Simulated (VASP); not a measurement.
Wanted: the native input for a VASP 6.6.1 run.

```
Task                   : single point
Functional             : PBE
Potentials or basis    : VASP PAW PBE potentials, release 64 (Si, Co)
Cutoff                 : 520 eV
k mesh                 : 1 × 1 × 1, shifted
Occupations            : fermi-dirac, width 0.2146 eV
Spin                   : no spin polarisation
Dipole correction      : no
Further INCAR settings : LREAL = Auto; ALGO = Normal; EDIFF = 1e-07; NBANDS = 86; ISYM = 0
```

The structure of CoSi2 lies in POSCAR:

```
CoSi2
1.0
    7.4169260000     -0.1672480000     -0.1219080000
   -0.1672480000      7.1745680000      0.0683210000
   -0.1219080000      0.0683210000      6.7525770000
Si Co
16 8
Direct
    0.5288254624      0.7639543781      0.7848006661
   -0.0190993670      0.6590091131      0.4265302673
    0.0830322549      0.9283227919      0.8409124923
    0.7459468316      0.7020266691      0.0605529892
    0.4533890579      0.2920974043      0.7918461895
    0.7656438309      0.1027791729      0.3910984106
    0.8686663623      0.8634650935      0.6189119473
    0.6656305836      0.4237800933      0.4915953737
    0.3295659386      0.5558125301      0.4305184608
    0.2082845910      0.1467750040      0.4656099061
    0.1319073388      0.6190126647      0.0531576309
    0.9146838188      0.3871058589      0.0388860158
    0.7096310357      0.1276728768      0.0038294953
    0.5001709832      0.8541845361      0.4171712670
    0.3808722133     -0.0430820732     -0.0573267391
    0.1770743812      0.2061165810     -0.0100567987
    0.2237129862      0.6893148264      0.6674880900
    0.9452986018      0.0176522756      0.1726094261
    0.9063965832      0.1987730355      0.8058043058
    0.1640692613      0.3562780098      0.6528512130
    0.2496984071      0.8678328891      0.2878834292
    0.5603466315      0.0513736498      0.6539879276
    0.5499445432      0.3495807500      0.1792605894
    0.8973889224      0.5634933767      0.7612879435
```

The input as run:

INCAR

```
  ALGO = Normal
  EDIFF = 1E-7
  ENCUT = 520
  GGA = PE
  ISIF = 2
  ISMEAR = -1
  ISYM = 0
  LASPH = T
  LCHARG = T
  LELF = T
  LREAL = Auto
  LVHAR = T
  LWAVE = F
  NBANDS = 86
  NELM = 80
  PREC = Accurate
  SIGMA = 0.2146
```

KPOINTS

```
Automatic mesh
0
Gamma
  1 1 1
  0.25 0.25 0.25
```

Potentials or basis: VASP PAW PBE potentials, release 64 (Si, Co).

Run with:

```bash
$ cat potpaw_PBE.64/Si/POTCAR potpaw_PBE.64/Co/POTCAR > POTCAR
$ mpirun -np 1 vasp_std > vasp.out
```

It gave:

The pressure is -0.4 GPa and the largest force is 3.872 eV/Å. The band gap on the k mesh is 0.19 eV.

Caveat: the k points lie up to 0.93 Å⁻¹ apart.

It took 3.1 min on 1 thread of Intel(R) Xeon(R) 6975P-C (Granite Rapids), on a shared host, peak memory 0.36 GiB.
